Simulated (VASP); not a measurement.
Set up this calculation in VASP 6.6.1, as the native input.

| Item | Value |
| --- | --- |
| Task | single point |
| Functional | revPBE |
| Potentials or basis | VASP PAW PBE potentials, release 64 (Te) |
| Cutoff | 520 eV |
| k mesh | 13 × 13 × 13 |
| Occupations | fermi-dirac, width 0.1 eV |
| Spin | no spin polarisation |
| Dipole correction | no |
| Further INCAR settings | ALGO = Normal; EDIFF = 1e-07; NBANDS = 9 |

The structure of Te lies in POSCAR:

```
Te
1.0
   -1.9368452376      1.9368452376      1.9368452376
    1.9368452376     -1.9368452376      1.9368452376
    1.9368452376      1.9368452376     -1.9368452376
Te
1
Direct
    0.0000000000      0.0000000000      0.0000000000
```

This isn't the form of Te at room conditions, which is trigonal, of chains.

One way to write it, as run:

INCAR

```
SYSTEM = Te
ALGO = Normal
EDIFF = 1E-7
ENCUT = 520
GGA = RE
ISIF = 2
ISMEAR = -1
LASPH = .TRUE.
LCHARG = .FALSE.
LREAL = .FALSE.
LWAVE = .FALSE.
NBANDS = 9
NELM = 100
PREC = Accurate
SIGMA = 0.1
```

KPOINTS

```
k-points
0
G
  13 13 13
  0 0 0
```

Potentials or basis: VASP PAW PBE potentials, release 64 (Te).

Run with:

```sh
$ cat potpaw_PBE.64/Te/POTCAR > POTCAR
$ mpirun -np 1 vasp_std > vasp.out
```

Results of the run:

```json
{"Pressure": "-0.2 GPa", "Band gap on the k mesh": "zero (bands 3 and 4 overlap by 5.74 eV)"}
```

Caveat: the PAW data sets were made with another functional, which shifts forces and pressure a little; spin-orbit coupling is left out, which moves the levels of the heavy elements.

Run time: 24 s on 1 thread of Intel Xeon 8259CL, with other jobs on the host, peak memory 0.17 GiB.
